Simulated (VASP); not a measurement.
# GaS5 (P4mm) in VASP: further runs

GaS5 is run at these levels: PBE; tasks: single point, relaxation of cell and atoms.

All numbers are computed with VASP 6.6.1; they aren't measurements. Logs are shortened: lines on timing, memory, paths and dates and some standing lists are left out, and cuts for length are marked.

**1. The cell of the first run**

The structure is tetragonal, space group P4mm (No. 99). Conventional cell: a = 5.897 Å, b = 5.897 Å, c = 6.819 Å, α = 90.00°, β = 90.00°, γ = 90.00°. Ga (site symmetry 4mm) has 5 S at 2.10 to 2.64 Å within 2.8 Å. S (site symmetry m) has 3 S at 1.98 to 2.77 Å and 1 Ga at 2.64 Å within 2.8 Å. Within 2.8 Å of S (site symmetry 4mm) lie 1 Ga at 2.10 Å.

The cell was generated, and may not be a known phase.

**2. Single point, PBE**

File INCAR:

```
SYSTEM = GaS5
PREC = Accurate
ENCUT = 520
EDIFF = 1E-6
ISMEAR = 0
SIGMA = 0.1
LREAL = .False.
LASPH = .True.
NELM = 80
ALGO = Normal
ISIF = 2
LWAVE = .False.
LCHARG = .True.
GGA = PE
LELF = .True.
LVHAR = .True.
NBANDS = 30
```

File KPOINTS:

```
Automatic mesh
0
Gamma
  6 6 6
  0 0 0
```

File POSCAR:

```
GaS5
1.0
    5.8967263635      0.0000000000      0.0000000000
    0.0000000000      5.8967263635      0.0000000000
    0.0000000000      0.0000000000      6.8186905815
Ga S
1 5
Direct
    0.5000000000      0.5000000000      0.2870775083
    0.1681578583      0.5000000000      0.5462870731
    0.8318421417      0.5000000000      0.5462870731
    0.5000000000      0.1681578583      0.5462870731
    0.5000000000      0.8318421417      0.5462870731
    0.5000000000      0.5000000000      0.9794802094
```

Potentials or basis: VASP PAW PBE potentials, release 64 (Ga_d, S).

Launch:

```sh
> cat potpaw_PBE.64/Ga_d/POTCAR potpaw_PBE.64/S/POTCAR > POTCAR
> mpirun -np 1 vasp_std > vasp.out
```

OUTCAR:

```text
SYSTEM = GaS5
   PREC = Accurate
   ENCUT = 520
   EDIFF = 1E-6
   ISMEAR = 0
   LREAL = .False.
   LASPH = .True.
   NELM = 80
   ISIF = 2
   GGA = PE

 ion  position               nearest neighbor table
   1  0.500  0.500  0.287-   6 2.10   3 2.64   4 2.64   5 2.64   2 2.64
   2  0.168  0.500  0.546-   3 1.98   1 2.64   4 2.77   5 2.77
   3  0.832  0.500  0.546-   2 1.98   1 2.64   4 2.77   5 2.77
   4  0.500  0.168  0.546-   5 1.98   1 2.64   3 2.77   2 2.77
   5  0.500  0.832  0.546-   4 1.98   1 2.64   3 2.77   2 2.77
   6  0.500  0.500  0.979-   1 2.10

  LATTYP: Found a simple tetragonal cell.
 ALAT       =     5.8967263635
 C/A-ratio  =     1.1563518741

  Lattice vectors:

 A1 = (   5.8967263635,   0.0000000000,   0.0000000000)
 A2 = (   0.0000000000,   5.8967263635,   0.0000000000)
 A3 = (   0.0000000000,   0.0000000000,   6.8186905815)

Analysis of symmetry for initial positions (statically):
=====================================================================
 Subroutine PRICEL returns:
 Original cell was already a primitive cell.

 Routine SETGRP: Setting up the symmetry group for a
 simple tetragonal supercell.

 Subroutine GETGRP returns: Found  8 space group operations
 (whereof  8 operations were pure point group operations)
 out of a pool of 16 trial point group operations.

The static configuration has the point symmetry C_4v.

Analysis of symmetry for dynamics (positions and initial velocities):
=====================================================================
 Subroutine PRICEL returns:
 Original cell was already a primitive cell.

 Routine SETGRP: Setting up the symmetry group for a
 simple tetragonal supercell.

 Subroutine GETGRP returns: Found  8 space group operations
 (whereof  8 operations were pure point group operations)
 out of a pool of 16 trial point group operations.

The dynamic configuration has the point symmetry C_4v.

 Subroutine INISYM returns: Found  8 space group operations
 (whereof  8 operations are pure point group operations),
 and found     1 'primitive' translations

----------------------------------------------------------------------------------------

                                     Primitive cell

  volume of cell :     237.0953

  direct lattice vectors                    reciprocal lattice vectors
     5.896726364  0.000000000  0.000000000     0.169585621  0.000000000  0.000000000
     0.000000000  5.896726364  0.000000000     0.000000000  0.169585621  0.000000000
     0.000000000  0.000000000  6.818690582     0.000000000  0.000000000  0.146655723

  length of vectors
     5.896726364  5.896726364  6.818690582     0.169585621  0.169585621  0.146655723

  position of ions in fractional coordinates (direct lattice)
     0.500000000  0.500000000  0.287077508
     0.168157858  0.500000000  0.546287073
     0.831842142  0.500000000  0.546287073
     0.500000000  0.168157858  0.546287073
     0.500000000  0.831842142  0.546287073
     0.500000000  0.500000000  0.979480209

  ion indices of the primitive-cell ions
   primitive index   ion index
                 1           1
                 2           2
                 3           3
                 4           4
                 5           5
                 6           6

----------------------------------------------------------------------------------------

 KPOINTS: Automatic mesh

Automatic generation of k-mesh.
 Grid dimensions read from file:
 generate k-points for:    6    6    6

 Generating k-lattice:

  Cartesian coordinates                     Fractional coordinates (reciprocal lattice)
     0.028264270  0.000000000  0.000000000     0.166666667  0.000000000  0.000000000
     0.000000000  0.028264270  0.000000000     0.000000000  0.166666667  0.000000000
     0.000000000  0.000000000  0.024442621     0.000000000  0.000000000  0.166666667

  Length of vectors
     0.028264270  0.028264270  0.024442621

  Shift w.r.t. Gamma in fractional coordinates (k-lattice)
     0.000000000  0.000000000  0.000000000

 Subroutine IBZKPT returns following result:
 ===========================================

 Found     40 irreducible k-points:

 Following reciprocal coordinates:
            Coordinates               Weight
  0.000000  0.000000  0.000000      1.000000
  0.166667  0.000000  0.000000      4.000000
  0.333333  0.000000  0.000000      4.000000
  0.500000  0.000000  0.000000      2.000000
  0.166667  0.166667  0.000000      4.000000
  0.333333  0.166667  0.000000      8.000000
[... 16 lines left out ...]
  0.333333  0.000000  0.333333      8.000000
  0.500000  0.000000  0.333333      4.000000
 [... further k-points ...]
   k-points           NKPTS =     40   k-points in BZ     NKDIM =     40   number of bands    NBANDS=     30
   number of dos      NEDOS =    301   number of ions     NIONS =      6
   total plane-waves  NPLWV = 124416
   dimension x,y,z NGX =    48 NGY =   48 NGZ =   54
   dimension x,y,z NGXF=    96 NGYF=   96 NGZF=  108
   ions per type =               1   5
   NGX,Y,Z   is equivalent  to a cutoff of  13.53, 13.53, 13.17 a.u.
   NGXF,Y,Z  is equivalent  to a cutoff of  27.07, 27.07, 26.33 a.u.
 SYSTEM =  GaS5
   PREC   = accura    normal or accurate (medium, high low for compatibility)
   ISTART =      0    job   : 0-new  1-cont  2-samecut
   ICHARG =      2    charge: 1-file 2-atom 10-const
   ISPIN  =      1    spin polarized calculation?
   LNONCOLLINEAR =      F non collinear calculations
   LSORBIT =      F    spin-orbit coupling
   LASPH  =      T    aspherical Exc in radial PAW
   ENCUT  =  520.0 eV  38.22 Ry    6.18 a.u.  10.96 10.96 12.68*2*pi/ulx,y,z
   NELM   =     80;   NELMIN=  2; NELMDL= -5     # of ELM steps
   EDIFF  = 0.1E-05   stopping-criterion for ELM
   LREAL  =      F    real-space projection
   EDIFFG = 0.1E-04   stopping-criterion for IOM
   NSW    =      0    number of steps for IOM
   IBRION =     -1    ionic relax: 0-MD 1-quasi-New 2-CG
   NFREE  =      0    steps in history (QN), initial steepest desc. (CG)
   ISIF   =      2    stress and relaxation
   ISYM   =      2    0-nonsym 1-usesym 2-fastsym
   POTIM  = 0.5000    time-step for ionic-motion
   TEBEG  =    0.0;   TEEND  =   0.0 temperature during run
   PSTRESS=    0.0 pullay stress
   NELECT =      43.0000    total number of electrons
   NUPDOWN=      -1.0000    fix difference up-down
   EMIN   =  10.00;   EMAX   =-10.00  energy-range for DOS
   EFERMI =   0.00;   METHOD = LEGACY
   ISMEAR =     0;   SIGMA  =   0.10  broadening in eV -4-tet -1-fermi 0-gaus
   EFERMI_NEDOS =   21; number of points for ismear=-14 and -15
   IALGO  =     38    algorithm
   IMIX   =      4    mixing-type and parameters
     AMIX     =   0.40;   BMIX     =  1.00
     AMIX_MAG =   1.60;   BMIX_MAG =  1.00
  volume/ion in A,a.u.               =      39.52       266.67
  Fermi-wavevector in a.u.,A,eV,Ry     =   0.926666  1.751145 11.683463  0.858710
  Thomas-Fermi vector in A             =   2.052653
   LORBIT       =      0    0 simple, 1 ext, 2 COOP (PROOUT), +10 PAW based schemes
   GGA     = PE    functional components
   LHFCALC =     F    Hartree Fock is set to
   AEXX    =    0.0000 exact exchange contribution
   IVDW    =     0    specifies the selected vdW correction
   LEPSILON=     F    determine dielectric tensor
   LRPA    =     F    only Hartree local field effects (RPA)
 non-spin polarized calculation
 Gauss-broadening in eV      SIGMA  =   0.10
  energy-cutoff  :      520.00
  volume of cell :      237.10
 maximum number of plane-waves:      6412
 NGX is ok and might be reduce to    48
   NGX = 21   NGY = 21   NGZ = 25

 number of electron      42.9999994 magnetization

 Free energy of the ion-electron system (eV)
  ---------------------------------------------------
  ext. energy  EPLUGINS =         0.00000000
  ---------------------------------------------------
  free energy    TOTEN  =       -21.45659939 eV

  energy without entropy =      -21.43770896  energy(sigma->0) =      -21.44715418

 E-fermi :  -0.6084     XC(G=0):  -6.2545

 val. band max:       -0.6110648720   @ k =   0.3333   0.3333   0.0000
 cond. band min:      -0.5832966472   @ k =   0.3333   0.1667   0.3333
 fundamental gap:      0.0277682248
 Fermi energy:        -0.6084212730

 k-point     1 :       0.0000    0.0000    0.0000
  band No.  band energies     occupation
      1     -16.4938      2.00000
      2     -15.5841      2.00000
      3     -15.4592      2.00000
      4     -15.2568      2.00000
      5     -15.2568      2.00000
      6     -15.2200      2.00000
[... 22 lines left out ...]
     29       5.1649      0.00000
     30       5.2257      0.00000

 k-point     2 :       0.1667    0.0000    0.0000
  band No.  band energies     occupation
      1     -16.4401      2.00000
      2     -15.6509      2.00000
      3     -15.4603      2.00000
      4     -15.2568      2.00000
      5     -15.2485      2.00000
      6     -15.2200      2.00000
[... 22 lines left out ...]
     29       5.1922      0.00000
     30       5.4779      0.00000

 k-point     3 :       0.3333    0.0000    0.0000
  band No.  band energies     occupation
      1     -16.2915      2.00000
      2     -15.8243      2.00000
      3     -15.4611      2.00000
      4     -15.2567      2.00000
      5     -15.2356      2.00000
      6     -15.2201      2.00000
[... 22 lines left out ...]
     29       5.2583      0.00000
     30       5.8048      0.00000

 k-point     4 :       0.5000    0.0000    0.0000
  band No.  band energies     occupation
      1     -16.1297      2.00000
      2     -15.9979      2.00000
      3     -15.4613      2.00000
      4     -15.2567      2.00000
      5     -15.2302      2.00000
      6     -15.2201      2.00000
[... 616 lines left out ...]
     29       4.8363      0.00000
     30       4.9689      0.00000

 k-point    23 :       0.3333    0.0000    0.3333
  band No.  band energies     occupation
      1     -16.2875      2.00000
      2     -15.8237      2.00000
      3     -15.4627      2.00000
      4     -15.2569      2.00000
      5     -15.2358      2.00000
      6     -15.2201      2.00000
[... 22 lines left out ...]
     29       4.8877      0.00000
     30       5.4649      0.00000

 k-point    24 :       0.5000    0.0000    0.3333
  band No.  band energies     occupation
      1     -16.1247      2.00000
      2     -15.9982      2.00000
      3     -15.4629      2.00000
      4     -15.2569      2.00000
      5     -15.2305      2.00000
      6     -15.2201      2.00000
[... 22 lines left out ...]
     29       5.2330      0.00000
     30       5.5719      0.00000

 [... further k-points ...]

------------------------ aborting loop because EDIFF is reached ----------------------------------------

  FORCE on cell =-STRESS in cart. coord.  units (eV):
  Direction    XX          YY          ZZ          XY          YZ          ZX
  --------------------------------------------------------------------------------------
  -------------------------------------------------------------------------------------
  Total       -0.2787701     -0.2787701     -0.1336367      0.0000000      0.0000000      0.0000000
  in kB       -1.8837960     -1.8837960     -0.9030534      0.0000000      0.0000000      0.0000000
  external PRESSURE =      -1.5568818 kB  Pullay stress =       0.0000000 kB

 VOLUME and BASIS-vectors are now :
 -----------------------------------------------------------------------------
  energy-cutoff  :      520.00
  volume of cell :      237.10
      direct lattice vectors                 reciprocal lattice vectors
     5.896726364  0.000000000  0.000000000     0.169585621  0.000000000  0.000000000
     0.000000000  5.896726364  0.000000000     0.000000000  0.169585621  0.000000000
     0.000000000  0.000000000  6.818690582     0.000000000  0.000000000  0.146655723

 POSITION                                       TOTAL-FORCE (eV/Angst)
 -----------------------------------------------------------------------------------
      2.94836      2.94836      1.95749        -0.000000     -0.000000     -0.073461
      0.99158      2.94836      3.72496        -0.184530     -0.000000      0.004131
      4.90515      2.94836      3.72496         0.184530     -0.000000      0.004131
      2.94836      0.99158      3.72496         0.000000     -0.184530      0.004131
      2.94836      4.90515      3.72496        -0.000000      0.184530      0.004131
      2.94836      2.94836      6.67877        -0.000000     -0.000000      0.056938
 -----------------------------------------------------------------------------------
    total drift:                               -0.000000     -0.000000      0.000952

  FREE ENERGIE OF THE ION-ELECTRON SYSTEM (eV)
  ---------------------------------------------------
  free  energy   TOTEN  =       -21.4565993916 eV

  energy  without entropy=      -21.4377089638  energy(sigma->0) =      -21.44715418
```

Wall time 5.3 min (1 thread of AMD EPYC 7R13 (Zen 3), shared host); peak memory 0.43 GiB.

Results:

* Free energy: -21.4566 eV
* Pressure: -0.2 GPa
* Largest force: 0.185 eV/Å
* Band gap on the k mesh: zero (an odd number of electrons rules out a gap without spin polarisation)

Forces in eV/Å, atoms in the order of the input:
```
Ga   0.000  0.000 -0.073
S   -0.185  0.000  0.004
S    0.185  0.000  0.004
S    0.000 -0.185  0.004
S    0.000  0.185  0.004
S    0.000  0.000  0.057
```

Levels at points of the mesh, in eV from the Fermi level:
| k point | band 19 | band 20 | band 21 | band 22 | band 23 | band 24 |
| --- | --- | --- | --- | --- | --- | --- |
| (0.00, 0.00, 0.00) | -1.28 | -1.28 | -0.60 | -0.60 | 1.32 | 2.30 |
| (0.50, 0.00, 0.00) | -0.71 | -0.65 | -0.65 | -0.33 | 0.30 | 1.44 |
| (0.50, 0.50, 0.00) | -0.69 | -0.69 | -0.15 | 0.29 | 0.29 | 0.41 |
| (0.00, 0.00, 0.50) | -1.73 | -1.73 | 0.11 | 0.11 | 1.08 | 2.30 |
| (0.50, 0.00, 0.50) | -1.32 | -0.52 | -0.43 | 0.12 | 0.30 | 1.90 |
| (0.50, 0.50, 0.50) | -0.51 | -0.51 | 0.07 | 0.29 | 0.29 | 0.40 |

Caveat: this functional lacks dispersion, which binds layers or chains, so the pressure and a relaxed spacing across them are unreliable; an odd number of electrons without spin polarisation forces a metal; a magnetic or distorted state may lie lower.

**3. Relaxation of cell and atoms, PBE**

This run uses another cell than the first one, of 23.13 Å³/atom.

File INCAR:

```
SYSTEM = GaS5
PREC = Accurate ; ENCUT = 600
EDIFF = 1E-6 ; ISMEAR = 0
SIGMA = 0.1 ; LREAL = .FALSE.
LASPH = .TRUE. ; NELM = 100
ALGO = Normal ; ISIF = 3
LWAVE = .FALSE. ; LCHARG = .FALSE.
GGA = PE ; IBRION = 2
NSW = 90 ; EDIFFG = -0.04
```

File KPOINTS:

```
Automatic mesh
0
G
  4 4 4
  0 0 0
```

File POSCAR:

```
GaS5
1.0
    4.7025079200      0.0000000000      0.0000000000
    0.0000000000      4.7025079200      0.0000000000
    0.0000000000      0.0000000000      6.2746660100
Ga S
1 5
Direct
    0.5000000000      0.5000000000      0.3222093600
    0.2216004000      0.5000000000      0.5809938000
    0.7783996000      0.5000000000      0.5809938000
    0.5000000000      0.2216004000      0.5809938000
    0.5000000000      0.7783996000      0.5809938000
    0.5000000000      0.5000000000      0.8055214500
```

Potentials or basis: VASP PAW PBE potentials, release 64 (Ga_d, S).

Launch:

```sh
> cat potpaw_PBE.64/Ga_d/POTCAR potpaw_PBE.64/S/POTCAR > POTCAR
> mpirun -np 1 vasp_std > vasp.out
```

Run time: 43 min. Hardware: 1 thread of AMD EPYC 7R13 (Zen 3), shared host; peak memory 0.29 GiB.

The run converged. Its results:

- Free energy: -21.3877 eV
- Relaxed volume: 39.06 Å³/atom
- Relaxed cell: a = 5.903 Å, b = 5.903 Å, c = 6.727 Å, α = 90.00°, β = 90.00°, γ = 90.00°
- Space group after relaxing (to 0.1 Å): P4mm (No. 99)
- Pressure after relaxing: 0.0 GPa
- Largest force after relaxing: 0.013 eV/Å
- Band gap on the k mesh: zero (an odd number of electrons rules out a gap without spin polarisation)

Forces on the atoms (eV/Å):
```
Ga   0.000  0.000  0.012
S   -0.012  0.000 -0.006
S    0.012  0.000 -0.006
S    0.000 -0.012 -0.006
S    0.000  0.012 -0.006
S    0.000  0.000  0.013
```

Final structure:
```
Ga S
1.0
     5.90260    0.00000    0.00000
     0.00000    5.90260    0.00000
     0.00000    0.00000    6.72703
Ga S
1 5
Direct
  0.50000 0.50000 0.28415
  0.16695 0.50000 0.54864
  0.83305 0.50000 0.54864
  0.50000 0.16695 0.54864
  0.50000 0.83305 0.54864
  0.50000 0.50000 0.97298
```

Levels at points of the mesh, in eV from the Fermi level:
| k point | band 19 | band 20 | band 21 | band 22 | band 23 | band 24 |
| --- | --- | --- | --- | --- | --- | --- |
| (0.00, 0.00, 0.00) | -1.27 | -1.27 | -0.66 | -0.66 | 1.28 | 2.24 |
| (0.50, 0.00, 0.00) | -0.74 | -0.72 | -0.62 | -0.34 | 0.23 | 1.37 |
| (0.50, 0.50, 0.00) | -0.73 | -0.73 | -0.10 | 0.25 | 0.25 | 0.39 |
| (0.00, 0.00, 0.50) | -1.78 | -1.78 | 0.15 | 0.15 | 0.98 | 2.24 |
| (0.50, 0.00, 0.50) | -1.37 | -0.55 | -0.45 | 0.16 | 0.24 | 1.88 |
| (0.50, 0.50, 0.50) | -0.54 | -0.54 | 0.16 | 0.25 | 0.25 | 0.38 |

Caveat: the volume moved by over 15 % at a fixed basis, so the end points are rough; this functional lacks dispersion, which binds layers or chains, so the pressure and a relaxed spacing across them are unreliable; an odd number of electrons without spin polarisation forces a metal; a magnetic or distorted state may lie lower.

The gap in the log of VASP goes by the Fermi energy; the results here count the filled bands.